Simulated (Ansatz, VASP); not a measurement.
# One calculation of BN, two programs

```
B N
1.0
     0.00000    3.30191    3.30191
     2.41198    0.00000    3.30191
     2.41198    3.30191    0.00000
B N
4 4
Direct
  0.09107 0.09107 0.40893
  0.40893 0.40893 0.09107
  0.15893 0.15893 0.84107
  0.84107 0.84107 0.15893
  0.15893 0.84107 0.15893
  0.84107 0.15893 0.84107
  0.09107 0.40893 0.09107
  0.40893 0.09107 0.40893
```

Alike in both runs: task relaxation of cell and atoms; functional PBE; k mesh 6 × 6 × 6; occupations gaussian, width 0.1 eV; no spin polarisation.

|  | VASP | Ansatz |
| --- | --- | --- |
| version | VASP 6.6.1 | Ansatz 0.2.0 |
| potentials or method | VASP PAW PBE potentials, release 64 (B, N), cutoff 600 eV | scalar-relativistic, plane waves, PAW |
| valence electrons in the cell | 32 | 32 |

```csv
,VASP,Ansatz,Ansatz less VASP
"gap on the k mesh at the Fermi level, each at its own relaxed structure (eV)",5.10,5.13,+0.031
relaxed volume (Å³/atom),7.59,7.58,-0.005
relaxed cell length with the largest relative difference (Å),4.254,4.251,-0.0031
```

Noted on VASP's run: the volume moved by over 15 % at a fixed basis, so the end points are rough.
